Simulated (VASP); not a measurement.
Write the native input for VASP 6.6.1 that does the following.

```yaml
Task: single point
Functional: PBE
Potentials_or_basis: VASP PAW PBE potentials, release 64 (Sm_3, B, Rh_pv), 4f in core
Cutoff: 500 eV
k_mesh: 6 × 6 × 2
Occupations: gaussian, width 0.1 eV
Spin: collinear spin, ferromagnetic start
Starting_moments: "[0.0, 0.0, 0.0, 0.0, 1.0] μB"
Dipole_correction: no
Mended: yes
Further_INCAR_settings: ALGO = Normal; EDIFF = 1e-06; NBANDS = 34
```

The structure of Sm2B2Rh lies in POSCAR:

```
Sm2B2Rh
1.0
    3.6565077096      0.0000000000      0.0000000000
   -1.8282538548      3.1666285656      0.0000000000
    0.0000000000      0.0000000000      8.8817249576
Sm B Rh
2 2 1
Direct
    0.0000000000      0.0000000000      0.8141278277
    0.0000000000      0.0000000000      0.1858721723
    0.3333333333      0.6666666667      0.5000000000
    0.6666666667      0.3333333333      0.5000000000
    0.0000000000      0.0000000000      0.5000000000
```

The cell was built from a structure type or drawn by symmetry, and may not be a known phase.

The input as run:

INCAR

```
  PREC = Accurate
  ENCUT = 500
  EDIFF = 1E-6
  ISMEAR = 0
  SIGMA = 0.1
  LREAL = F
  LASPH = T
  NELM = 200
  ALGO = Normal
  ISIF = 2
  LWAVE = F
  LCHARG = T
  ISPIN = 2
  MAGMOM = 0 0 0 0 1
  LORBIT = 11
  LMAXMIX = 6
  GGA = PE
  LELF = T
  LVHAR = T
  NBANDS = 34
  GGA_COMPAT = F
```

KPOINTS

```
regular mesh
0
Gamma
  6 6 2
```

Potentials or basis: VASP PAW PBE potentials, release 64 (Sm_3, B, Rh_pv), 4f in core.

The run is started by

```sh
$ cat potpaw_PBE.64/Sm_3/POTCAR potpaw_PBE.64/B/POTCAR potpaw_PBE.64/Rh_pv/POTCAR > POTCAR
$ mpirun -np 1 vasp_std > vasp.out
```

It gave:

```yaml
Pressure: 0.1 GPa
Largest_force: 0.023 eV/Å
Net_moment: 0.01 μB per cell
Valence_electrons_inside_the_program's_atomic_spheres: Sm 9.03; B 1.67; Rh 14.37
```

Caveat: the magnetic or orbital state may not be the lowest.

Run time: 46 s on 1 thread of Intel(R) Xeon(R) 6975P-C (Granite Rapids), on a shared host, peak memory 0.3 GiB.
